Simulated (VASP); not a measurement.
Te: relaxation of cell and atoms with LDA

Crystal: Te.

```
Te
1.0
    -2.15566    2.15566    1.18562
     2.15566   -2.15566    1.18562
     2.15566    2.15566   -1.18562
Te
2
Direct
  0.62500 0.87500 0.75000
  0.37500 0.12500 0.25000
```

```json
{"Program": "VASP 6.6.1", "Task": "relaxation of cell and atoms", "Functional": "LDA", "Potentials or basis": "VASP PAW LDA potentials, release 64 (Te)", "Cutoff": "600 eV", "k mesh": "18 × 18 × 18", "Occupations": "fermi-dirac, width 0.05 eV", "Spin": "no spin polarisation", "Target pressure": "450 GPa", "Dipole correction": "no", "Further INCAR settings": "ALGO = Normal; EDIFF = 1e-07; IBRION = 2; EDIFFG = -0.005; NSW = 60; ISIF = 3"}
```

| Quantity | Value |
| --- | --- |
| Relaxed volume | 11.54 Å³/atom |
| Relaxed cell | a = 3.342 Å, b = 3.342 Å, c = 3.342 Å, α = 97.17°, β = 97.17°, γ = 138.62° |
| Space group after relaxing (to 0.1 Å) | I4_1/amd (No. 141) |
| Energy change on relaxing (the run minimises the enthalpy) | -1627.6 meV/atom |
| Ionic steps | 13 |
| Pressure after relaxing | 450.0 GPa |
| Band gap on the k mesh | zero (bands 6 and 7 overlap by 11.41 eV) |

The path:
```tsv
step	energy change (eV)	largest force (eV/Å)	pressure (GPa)	volume (Å³)
1	0.0000	0.0000	524.32	22.04
2	-22.9649	0.0000	44.04	42.46
3	-5.0259	0.0000	409.12	23.76
4	-3.4538	0.0000	444.69	23.17
5	-3.3892	0.0000	446.16	23.15
6	-2.0125	0.0000	475.58	22.81
7	-3.2635	0.0000	449.72	23.09
8	-3.2363	0.0000	450.44	23.08
9	-3.2401	0.0000	450.34	23.08
10	-3.4007	0.0000	446.67	23.14
11	-3.2569	0.0000	449.96	23.09
12	-3.2492	0.0000	450.15	23.09
13	-3.2553	0.0000	450.00	23.09
```

Final structure:
```xyz
2
Lattice="-2.2109 2.2109 1.1809 2.2109 -2.2109 1.1809 2.2109 2.2109 -1.1809" Properties=species:S:1:pos:R:3 pbc="T T T"
Te    2.2109    1.1054    0.8857
Te    0.0000    1.1054    0.2952
```

Levels at points of the mesh, in eV from the Fermi level:
```tsv
k point	band 2	band 3	band 4	band 5	band 6	band 7	band 8	band 9	band 10
(0.00, 0.00, 0.00)	-11.19	-11.19	-8.63	-3.47	4.07	4.07	7.30	8.13	8.87
(0.50, 0.00, 0.00)	-16.43	-10.36	-9.12	-7.80	-4.02	-1.20	2.81	4.89	6.34
(0.50, 0.50, 0.00)	-22.08	-5.91	-5.91	-3.13	-3.13	3.97	3.97	8.70	8.70
(0.50, 0.50, 0.50)	-18.22	-16.77	-16.77	2.91	2.91	10.27	10.27	10.40	10.40
```

It took 19 min on 1 thread of Oxide Virtual Turin-like Processor (shared host), peak memory 0.23 GiB.

Caveat: the cell is relaxed towards a set pressure, so the run minimises the enthalpy, not the energy; spin-orbit coupling is left out, which moves the levels of the heavy elements.
